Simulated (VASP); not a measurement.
# SnO2 (P6_3/mmc) in VASP: notebook

SnO2 is run at these levels: PBEsol; tasks: single point.

All numbers are computed with VASP 6.6.1; they aren't measurements. Logs are shortened: lines on timing, memory, paths and dates and some standing lists are left out, and cuts for length are marked.

## Step 1: The cell of the first run

The structure is hexagonal, space group P6_3/mmc (No. 194). The conventional cell has a = 3.231 Å, b = 3.231 Å, c = 10.791 Å, α = 90.00°, β = 90.00°, γ = 120.00°. Sn (site symmetry -3m) has 6 O at 2.12 Å within 2.8 Å. Within 2.8 Å of O (site symmetry 3m) lie 3 Sn at 2.12 Å and 3 O at 2.76 Å.

## Step 2: Single point, PBEsol

The input, INCAR:

```
ALGO = Normal
EDIFF = 1E-6
ENCUT = 520
GGA = PS
ISIF = 2
ISMEAR = 1
LASPH = True
LCHARG = False
LREAL = False
LWAVE = False
NBANDS = 35
NELM = 100
PREC = Accurate
SIGMA = 0.01
```

The input, KPOINTS:

```
k-points
0
Gamma
  3 3 1
```

The input, POSCAR:

```
SnO2
1.0
    3.2305756200      0.0000000000      0.0000000000
   -1.6152878100      2.7977605500      0.0000000000
    0.0000000000      0.0000000000     10.7905620000
Sn O
2 4
Direct
    0.0000000000      0.0000000000      0.5000000000
    0.0000000000      0.0000000000      0.0000000000
    0.6666666680      0.3333333298      0.4058619996
    0.6666666680      0.3333333298      0.0941380004
    0.3333333289      0.6666666702      0.5941380004
    0.3333333289      0.6666666702      0.9058619996
```

Potentials or basis: VASP PAW PBE potentials, release 64 (Sn_d, O).

Launch:

```bash
> cat potpaw_PBE.64/Sn_d/POTCAR potpaw_PBE.64/O/POTCAR > POTCAR
> mpirun -np 1 vasp_std > vasp.out
```

OUTCAR:

```text
EDIFF = 1E-6
   ENCUT = 520
   GGA = PS
   ISIF = 2
   ISMEAR = 1
   LASPH = True
   LREAL = False
   NELM = 100
   PREC = Accurate

 ion  position               nearest neighbor table
   1  0.000  0.000  0.500-   5 2.12   3 2.12   3 2.12   5 2.12   3 2.12   5 2.12
   2  0.000  0.000  0.000-   6 2.12   4 2.12   4 2.12   6 2.12   4 2.12   6 2.12
   3  0.667  0.333  0.406-   1 2.12   1 2.12   1 2.12
   4  0.667  0.333  0.094-   2 2.12   2 2.12   2 2.12
   5  0.333  0.667  0.594-   1 2.12   1 2.12   1 2.12
   6  0.333  0.667  0.906-   2 2.12   2 2.12   2 2.12

  LATTYP: Found a hexagonal cell.
 ALAT       =     3.2305756200
 C/A-ratio  =     3.3401360220

  Lattice vectors:

 A1 = (   3.2305756200,   0.0000000000,   0.0000000000)
 A2 = (  -1.6152878100,   2.7977605500,   0.0000000000)
 A3 = (   0.0000000000,   0.0000000000,  10.7905620000)

Analysis of symmetry for initial positions (statically):
=====================================================================
 Subroutine PRICEL returns:
 Original cell was already a primitive cell.

 Routine SETGRP: Setting up the symmetry group for a
 hexagonal supercell.

 Subroutine GETGRP returns: Found 24 space group operations
 (whereof 12 operations were pure point group operations)
 out of a pool of 24 trial point group operations.

The static configuration has the point symmetry D_3d.
 The point group associated with its full space group is D_6h.

Analysis of symmetry for dynamics (positions and initial velocities):
=====================================================================
 Subroutine PRICEL returns:
 Original cell was already a primitive cell.

 Routine SETGRP: Setting up the symmetry group for a
 hexagonal supercell.

 Subroutine GETGRP returns: Found 24 space group operations
 (whereof 12 operations were pure point group operations)
 out of a pool of 24 trial point group operations.

The dynamic configuration has the point symmetry D_3d.
 The point group associated with its full space group is D_6h.

 Subroutine INISYM returns: Found 24 space group operations
 (whereof 12 operations are pure point group operations),
 and found     1 'primitive' translations

----------------------------------------------------------------------------------------

                                     Primitive cell

  volume of cell :      97.5292

  direct lattice vectors                    reciprocal lattice vectors
     3.230575620  0.000000000  0.000000000     0.309542360  0.178714365  0.000000000
    -1.615287810  2.797760550  0.000000000     0.000000000  0.357428730  0.000000000
     0.000000000  0.000000000 10.790562000     0.000000000  0.000000000  0.092673579

  length of vectors
     3.230575620  3.230575615 10.790562000     0.357428729  0.357428730  0.092673579

  position of ions in fractional coordinates (direct lattice)
     0.000000000  0.000000000  0.500000000
     0.000000000  0.000000000  0.000000000
     0.666666668  0.333333330  0.405862000
     0.666666668  0.333333330  0.094138000
     0.333333329  0.666666670  0.594138000
     0.333333329  0.666666670  0.905862000

  ion indices of the primitive-cell ions
   primitive index   ion index
                 1           1
                 2           2
                 3           3
                 4           4
                 5           5
                 6           6

----------------------------------------------------------------------------------------

 KPOINTS: k-points

Automatic generation of k-mesh.
 Grid dimensions read from file:
 generate k-points for:    3    3    1

 Generating k-lattice:

  Cartesian coordinates                     Fractional coordinates (reciprocal lattice)
     0.103180787  0.059571455  0.000000000     0.333333333  0.000000000  0.000000000
     0.000000000  0.119142910  0.000000000     0.000000000  0.333333333  0.000000000
     0.000000000  0.000000000  0.092673579     0.000000000  0.000000000  1.000000000

  Length of vectors
     0.119142910  0.119142910  0.092673579

  Shift w.r.t. Gamma in fractional coordinates (k-lattice)
     0.000000000  0.000000000  0.000000000

 Subroutine IBZKPT returns following result:
 ===========================================

 Found      3 irreducible k-points:

 Following reciprocal coordinates:
            Coordinates               Weight
  0.000000  0.000000  0.000000      1.000000
  0.333333  0.000000  0.000000      6.000000
  0.333333  0.333333  0.000000      2.000000
   k-points           NKPTS =      3   k-points in BZ     NKDIM =      3   number of bands    NBANDS=     35
   number of dos      NEDOS =    301   number of ions     NIONS =      6
   total plane-waves  NPLWV =  46080
   dimension x,y,z NGX =    24 NGY =   24 NGZ =   80
   dimension x,y,z NGXF=    48 NGYF=   48 NGZF=  160
   ions per type =               2   4
   NGX,Y,Z   is equivalent  to a cutoff of  12.35, 12.35, 12.33 a.u.
   NGXF,Y,Z  is equivalent  to a cutoff of  24.70, 24.70, 24.65 a.u.
 SYSTEM =  unknown system
   PREC   = accura    normal or accurate (medium, high low for compatibility)
   ISTART =      0    job   : 0-new  1-cont  2-samecut
   ICHARG =      2    charge: 1-file 2-atom 10-const
   ISPIN  =      1    spin polarized calculation?
   LNONCOLLINEAR =      F non collinear calculations
   LSORBIT =      F    spin-orbit coupling
   LASPH  =      T    aspherical Exc in radial PAW
   ENCUT  =  520.0 eV  38.22 Ry    6.18 a.u.   6.01  6.01 20.06*2*pi/ulx,y,z
   NELM   =    100;   NELMIN=  2; NELMDL= -5     # of ELM steps
   EDIFF  = 0.1E-05   stopping-criterion for ELM
   LREAL  =      F    real-space projection
   EDIFFG = 0.1E-04   stopping-criterion for IOM
   NSW    =      0    number of steps for IOM
   IBRION =     -1    ionic relax: 0-MD 1-quasi-New 2-CG
   NFREE  =      0    steps in history (QN), initial steepest desc. (CG)
   ISIF   =      2    stress and relaxation
   ISYM   =      2    0-nonsym 1-usesym 2-fastsym
   POTIM  = 0.5000    time-step for ionic-motion
   TEBEG  =    0.0;   TEEND  =   0.0 temperature during run
   PSTRESS=    0.0 pullay stress
   NELECT =      52.0000    total number of electrons
   NUPDOWN=      -1.0000    fix difference up-down
   EMIN   =  10.00;   EMAX   =-10.00  energy-range for DOS
   EFERMI =   0.00;   METHOD = LEGACY
   ISMEAR =     1;   SIGMA  =   0.01  broadening in eV -4-tet -1-fermi 0-gaus
   EFERMI_NEDOS =   21; number of points for ismear=-14 and -15
   IALGO  =     38    algorithm
   IMIX   =      4    mixing-type and parameters
     AMIX     =   0.40;   BMIX     =  1.00
     AMIX_MAG =   1.60;   BMIX_MAG =  1.00
  volume/ion in A,a.u.               =      16.25       109.69
  Fermi-wavevector in a.u.,A,eV,Ry     =   1.327490  2.508591 23.976574  1.762228
  Thomas-Fermi vector in A             =   2.456798
   LORBIT       =      0    0 simple, 1 ext, 2 COOP (PROOUT), +10 PAW based schemes
   GGA     = PS    functional components
   LHFCALC =     F    Hartree Fock is set to
   AEXX    =    0.0000 exact exchange contribution
   IVDW    =     0    specifies the selected vdW correction
   LEPSILON=     F    determine dielectric tensor
   LRPA    =     F    only Hartree local field effects (RPA)
 non-spin polarized calculation
 Methfessel and Paxton  Order N= 1 SIGMA  =   0.01
  energy-cutoff  :      520.00
  volume of cell :       97.53
 maximum number of plane-waves:      2670
   NGX = 13   NGY = 13   NGZ = 41

 number of electron      51.9999995 magnetization

 Free energy of the ion-electron system (eV)
  ---------------------------------------------------
  ext. energy  EPLUGINS =         0.00000000
  ---------------------------------------------------
  free energy    TOTEN  =       -38.33694193 eV

  energy without entropy =      -38.33732846  energy(sigma->0) =      -38.33707077

 E-fermi :   1.9580     XC(G=0):  -9.3351

 val. band max:        1.9495828078   @ k =   0.3333   0.0000   0.0000
 cond. band min:       4.0596771706   @ k =   0.0000   0.0000   0.0000
 fundamental gap:      2.1100943628
 Fermi energy:         1.9580016300

 k-point     1 :       0.0000    0.0000    0.0000
  band No.  band energies     occupation
      1     -17.9418      2.00000
      2     -17.9411      2.00000
      3     -17.7148      2.00000
      4     -17.7148      2.00000
      5     -17.7147      2.00000
      6     -17.7147      2.00000
      7     -17.5361      2.00000
      8     -17.5361      2.00000
      9     -17.5361      2.00000
     10     -17.5361      2.00000
     11     -15.8475      2.00000
     12     -15.8204      2.00000
     13     -14.1294      2.00000
     14     -14.0857      2.00000
     15      -1.8283      2.00000
     16      -1.5817      2.00000
     17       0.6952      2.00000
     18       0.6952      2.00000
     19       0.7176      2.00000
     20       0.7176      2.00000
     21       1.0081      2.00000
     22       1.1395      2.00000
     23       1.1395      2.00000
     24       1.1625      2.00000
     25       1.1625      2.00000
     26       1.6202      2.00000
     27       4.0597      0.00000
     28       4.7667      0.00000
     29       7.3248      0.00000
     30       7.6569      0.00000
     31      12.1206      0.00000
     32      12.2770      0.00000
     33      12.9436      0.00000
     34      12.9598      0.00000
     35      13.0003      0.00000

 k-point     2 :       0.3333    0.0000    0.0000
  band No.  band energies     occupation
      1     -18.3318      2.00000
      2     -18.3295      2.00000
      3     -17.6835      2.00000
      4     -17.6832      2.00000
      5     -17.6282      2.00000
      6     -17.6281      2.00000
      7     -17.5683      2.00000
      8     -17.5681      2.00000
      9     -17.4560      2.00000
     10     -17.4560      2.00000
     11     -15.0867      2.00000
     12     -15.0614      2.00000
     13     -13.1427      2.00000
     14     -13.1084      2.00000
     15      -3.7149      2.00000
     16      -3.6653      2.00000
     17      -1.7699      2.00000
     18      -1.6404      2.00000
     19      -0.6751      2.00000
     20      -0.6523      2.00000
     21       0.4615      2.00000
     22       0.7865      2.00000
     23       1.4537      2.00000
     24       1.4889      2.00000
     25       1.5617      2.00000
     26       1.9496      2.00000
     27       6.8230      0.00000
     28       6.9586      0.00000
     29       8.6737      0.00000
     30       9.3947      0.00000
     31      11.0383      0.00000
     32      11.7297      0.00000
     33      12.9696      0.00000
     34      13.7740      0.00000
     35      14.1501      0.00000

 k-point     3 :       0.3333    0.3333    0.0000
  band No.  band energies     occupation
      1     -18.1392      2.00000
      2     -18.1392      2.00000
      3     -18.1372      2.00000
      4     -18.1372      2.00000
      5     -17.5515      2.00000
      6     -17.5515      2.00000
      7     -17.5514      2.00000
      8     -17.5514      2.00000
      9     -17.5436      2.00000
     10     -17.5433      2.00000
     11     -13.5663      2.00000
     12     -13.5663      2.00000
     13     -13.5409      2.00000
     14     -13.5409      2.00000
     15      -4.5417      2.00000
     16      -4.5072      2.00000
     17      -1.7050      2.00000
     18      -1.7050      2.00000
     19      -1.6051      2.00000
     20      -1.6051      2.00000
     21      -0.7426      2.00000
     22      -0.6508      2.00000
     23       1.5899      2.00000
     24       1.5899      2.00000
     25       1.8708      2.00000
     26       1.8708      2.00000
     27       7.9751      0.00000
     28       7.9934      0.00000
     29      11.2055      0.00000
     30      11.8782      0.00000
     31      11.8782      0.00000
     32      11.9156      0.00000
     33      12.1029      0.00000
     34      12.1029      0.00000
     35      13.5605      0.00000

------------------------ aborting loop because EDIFF is reached ----------------------------------------

  FORCE on cell =-STRESS in cart. coord.  units (eV):
  Direction    XX          YY          ZZ          XY          YZ          ZX
  --------------------------------------------------------------------------------------
  -------------------------------------------------------------------------------------
  Total       -2.5897634     -2.5897634     -1.2953774      0.0000000     -0.0000000      0.0000000
  in kB      -42.5437881    -42.5437879    -21.2800371      0.0000000     -0.0000000      0.0000000
  external PRESSURE =     -35.4558710 kB  Pullay stress =       0.0000000 kB

 VOLUME and BASIS-vectors are now :
 -----------------------------------------------------------------------------
  energy-cutoff  :      520.00
  volume of cell :       97.53
      direct lattice vectors                 reciprocal lattice vectors
     3.230575620  0.000000000  0.000000000     0.309542360  0.178714365  0.000000000
    -1.615287810  2.797760550  0.000000000     0.000000000  0.357428730  0.000000000
     0.000000000  0.000000000 10.790562000     0.000000000  0.000000000  0.092673579

 POSITION                                       TOTAL-FORCE (eV/Angst)
 -----------------------------------------------------------------------------------
      0.00000      0.00000      5.39528        -0.000000      0.000000      0.000000
      0.00000      0.00000      0.00000        -0.000000      0.000000      0.000000
      1.61529      0.93259      4.37948        -0.000000      0.000000      0.399327
      1.61529      0.93259      1.01580        -0.000000      0.000000     -0.399327
     -0.00000      1.86517      6.41108         0.000000     -0.000000     -0.399327
     -0.00000      1.86517      9.77476         0.000000     -0.000000      0.399327
 -----------------------------------------------------------------------------------
    total drift:                                0.000023      0.000000      0.000000

  FREE ENERGIE OF THE ION-ELECTRON SYSTEM (eV)
  ---------------------------------------------------
  free  energy   TOTEN  =       -38.3369419291 eV

  energy  without entropy=      -38.3373284562  energy(sigma->0) =      -38.33707077
```

Wall time 11 s (1 thread of Intel Xeon Platinum 8375C at 2.90GHz (Ice Lake), shared host); peak memory 0.2 GiB.

What came out:

- Free energy: -38.3369 eV
- Pressure: -3.5 GPa
- Largest force: 0.399 eV/Å
- Band gap on the k mesh: 2.11 eV, indirect (least direct gap 2.44 eV)

Forces in eV/Å, atoms in the order of the input:
```
Sn   0.000  0.000  0.000
Sn   0.000  0.000  0.000
O    0.000  0.000  0.399
O    0.000  0.000 -0.399
O    0.000  0.000 -0.399
O    0.000  0.000  0.399
```

Levels at points of the mesh, in eV from the valence-band top:
| k point | band 24 | band 25 | band 26 | band 27 | band 28 | band 29 |
| --- | --- | --- | --- | --- | --- | --- |
| (0.00, 0.00, 0.00) | -0.79 | -0.79 | -0.33 | 2.11 | 2.82 | 5.38 |

Caveat: the k points lie up to 0.75 Å⁻¹ apart; the PAW data sets were made with another functional, which shifts forces and pressure a little; spin-orbit coupling is left out, which moves the levels of the heavy elements. Expect the measured gap to be larger: semilocal functionals such as PBEsol lack the derivative discontinuity.

## Step 3: Single point, PBEsol

The input, INCAR:

```
  ALGO = Normal
  EDIFF = 1E-6
  ENCUT = 520
  GGA = PS
  ISIF = 2
  ISMEAR = 1
  LASPH = True
  LCHARG = False
  LREAL = False
  LWAVE = False
  NBANDS = 35
  NELM = 100
  PREC = Accurate
  SIGMA = 0.01
```

The input, KPOINTS:

```
k-points
0
Gamma
  6 6 1
```

POSCAR is that of step 2.

Potentials or basis: VASP PAW PBE potentials, release 64 (Sn_d, O).

Launch:

```bash
> cat potpaw_PBE.64/Sn_d/POTCAR potpaw_PBE.64/O/POTCAR > POTCAR
> mpirun -np 1 vasp_std > vasp.out
```

Wall time 19 s (1 thread of Intel Xeon Platinum 8375C at 2.90GHz (Ice Lake), shared host); peak memory 0.2 GiB.

It converged, with:

```
Free energy            : -38.5081 eV
Pressure               : -3.8 GPa
Largest force          : 0.342 eV/Å
Band gap on the k mesh : 2.06 eV, indirect (least direct gap 2.45 eV)
```

Forces in eV/Å, atoms in the order of the input:
```
Sn   0.000  0.000  0.000
Sn   0.000  0.000  0.000
O    0.000  0.000  0.342
O    0.000  0.000 -0.342
O    0.000  0.000 -0.342
O    0.000  0.000  0.342
```

Stress tensor (GPa, compression positive):
```
-4.85  0.00  0.00
 0.00 -4.85  0.00
 0.00  0.00 -1.77
```

Levels at points of the mesh, in eV from the valence-band top:
| k point | band 23 | band 24 | band 25 | band 26 | band 27 | band 28 | band 29 | band 30 |
| --- | --- | --- | --- | --- | --- | --- | --- | --- |
| (0.00, 0.00, 0.00) | -0.88 | -0.86 | -0.86 | -0.39 | 2.06 | 2.77 | 5.33 | 5.66 |
| (0.50, 0.00, 0.00) | -0.55 | -0.51 | -0.44 | -0.07 | 5.05 | 5.18 | 6.86 | 7.43 |

Caveat: the k points lie up to 0.58 Å⁻¹ apart; the PAW data sets were made with another functional, which shifts forces and pressure a little; spin-orbit coupling is left out, which moves the levels of the heavy elements. A k mesh can miss the band edges.

## Step 4: Single point, PBEsol

The input, INCAR:

```
  ALGO = Normal
  EDIFF = 1E-7
  ENCUT = 520
  GGA = PS
  ISIF = 2
  ISMEAR = 1
  LASPH = T
  LCHARG = F
  LREAL = F
  LWAVE = F
  NBANDS = 35
  NELM = 60
  PREC = Accurate
  SIGMA = 0.01
```

The input, KPOINTS:

```
k-points
0
Gamma
  6 6 2
```

POSCAR is that of step 3.

Launch:

```bash
> cat potpaw_PBE.64/Sn_d/POTCAR potpaw_PBE.64/O/POTCAR > POTCAR
> mpirun -np 1 vasp_std > vasp.out
```

Wall time 35 s (1 thread of Intel Xeon Platinum 8375C at 2.90GHz (Ice Lake), shared host); peak memory 0.2 GiB.

The run converged. Its results:

```yaml
Free_energy: -38.5129 eV
Pressure: -3.8 GPa
Largest_force: 0.335 eV/Å
Band_gap_on_the_k_mesh: 2.07 eV, indirect (least direct gap 2.45 eV)
```

Forces in eV/Å, atoms in the order of the input:
```
Sn   0.000  0.000  0.000
Sn   0.000  0.000  0.000
O    0.000  0.000  0.335
O    0.000  0.000 -0.335
O    0.000  0.000 -0.335
O    0.000  0.000  0.335
```

Stress tensor (GPa, compression positive):
```
-4.81  0.00  0.00
 0.00 -4.81  0.00
 0.00  0.00 -1.84
```

Levels at points of the mesh, in eV from the valence-band top:
| k point | band 24 | band 25 | band 26 | band 27 | band 28 | band 29 |
| --- | --- | --- | --- | --- | --- | --- |
| (0.00, 0.00, 0.00) | -0.86 | -0.86 | -0.39 | 2.07 | 2.77 | 5.33 |
| (0.50, 0.00, 0.00) | -0.51 | -0.44 | -0.07 | 5.05 | 5.18 | 6.86 |
| (0.00, 0.00, 0.50) | -0.87 | -0.71 | -0.71 | 2.43 | 2.43 | 5.51 |
| (0.50, 0.00, 0.50) | -0.53 | -0.24 | -0.24 | 5.12 | 5.12 | 7.13 |

Caveat: the PAW data sets were made with another functional, which shifts forces and pressure a little; spin-orbit coupling is left out, which moves the levels of the heavy elements. A k mesh can miss the band edges.

## Step 5: The runs side by side

```csv
k mesh,gap on the mesh (eV),pressure (GPa),largest force (eV/Å)
3 × 3 × 1,2.11,-3.5,0.40
6 × 6 × 1,2.06,-3.8,0.34
6 × 6 × 2,2.07,-3.8,0.33
```

Alike in all rows: task single point; level PBEsol; potentials or basis VASP PAW PBE potentials, release 64 (Sn_d, O); no spin polarisation; cell as given; cutoff (eV) 520; smearing methfessel-paxton 0.01 eV.

Caveats: some runs use coarse meshes; the PAW data sets were made with another functional, which shifts forces and pressure a little; spin-orbit coupling is left out, which moves the levels of the heavy elements.

Absolute energies hang on the potentials; compare differences alone.
